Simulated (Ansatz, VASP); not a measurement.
Ta in VASP and in Ansatz

```
CELL_PARAMETERS angstrom
2.86117 0.00000 0.00000
-1.43059 2.47785 0.00000
0.00000 0.00000 5.09645
ATOMIC_POSITIONS crystal
Ta 0.33333 0.66667 0.25000
Ta 0.66667 0.33333 0.75000
```

Alike in both runs: task single point; functional r2SCAN; k mesh 11 × 11 × 5; occupations fermi-dirac, width 0.05 eV; no spin polarisation.

|  | VASP | Ansatz |
| --- | --- | --- |
| version | VASP 6.6.1 | Ansatz 0.2.0 |
| potentials or method | VASP PAW PBE potentials, release 64 (Ta_pv) | Ansatz PAW |
| plane-wave cutoff (eV) | 520 | 500 |
| valence electrons in the cell | 22 | 26 |

Ansatz gave:

```
gap on the k mesh at the Fermi level (eV)                     : none
pressure (GPa)                                                : 4.5
traceless stress, the component that is largest in VASP (GPa) : 0.62
```

Task: Which values does VASP return?

Result: gap on the k mesh at the Fermi level (eV): none; pressure (GPa): 5.2; traceless stress, the component that is largest in VASP (GPa): 0.65.

VASP's potentials were made for PBE, not for r2SCAN. A gap of «none» marks a metal or a gap that the smearing closes. VASP's potentials hold 22 valence electrons a cell and Ansatz's 26, so a difference there can come from the potentials and not from the codes.

Neither program's run includes spin-orbit coupling.
